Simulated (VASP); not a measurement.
# Pb: single point with PBE

Crystal: Pb.

```xyz
2
Lattice="3.3811 0.0000 0.0000 -1.6905 2.9281 0.0000 0.0000 0.0000 5.6508" Properties=species:S:1:pos:R:3 pbc="T T T"
Pb    0.0000    1.9521    1.4127
Pb    1.6905    0.9760    4.2381
```

This isn't the form of Pb at room conditions, which is fcc.

```
Program             : VASP 6.6.1
Task                : single point
Functional          : PBE
Potentials or basis : VASP PAW PBE potentials, release 64 (Pb_d)
Cutoff              : 520 eV
k mesh              : 16 × 16 × 8
Occupations         : gaussian, width 0.05 eV
Spin                : no spin polarisation
```

- Pressure: 6.8 GPa
- Band gap on the k mesh: zero (bands 14 and 15 overlap by 8.28 eV)

Levels at points of the mesh, in eV from the Fermi level:
| k point | band 12 | band 13 | band 14 | band 15 | band 16 | band 17 |
| --- | --- | --- | --- | --- | --- | --- |
| (0.00, 0.00, 0.00) | -8.39 | -4.63 | 6.36 | 6.36 | 7.75 | 8.24 |
| (0.50, 0.00, 0.00) | -7.10 | -3.12 | -1.76 | -0.54 | 1.80 | 2.37 |
| (0.00, 0.00, 0.50) | -11.03 | 0.63 | 0.63 | 7.25 | 7.25 | 7.25 |
| (0.50, 0.00, 0.50) | -7.47 | -4.01 | -4.01 | 3.71 | 3.71 | 3.80 |

It took 95 s on 1 thread of Intel(R) Xeon(R) 6975P-C (Granite Rapids), on a shared host, peak memory 0.27 GiB.

Caveat: the cell stands under pressure; spin-orbit coupling is left out, which moves the levels of the heavy elements.
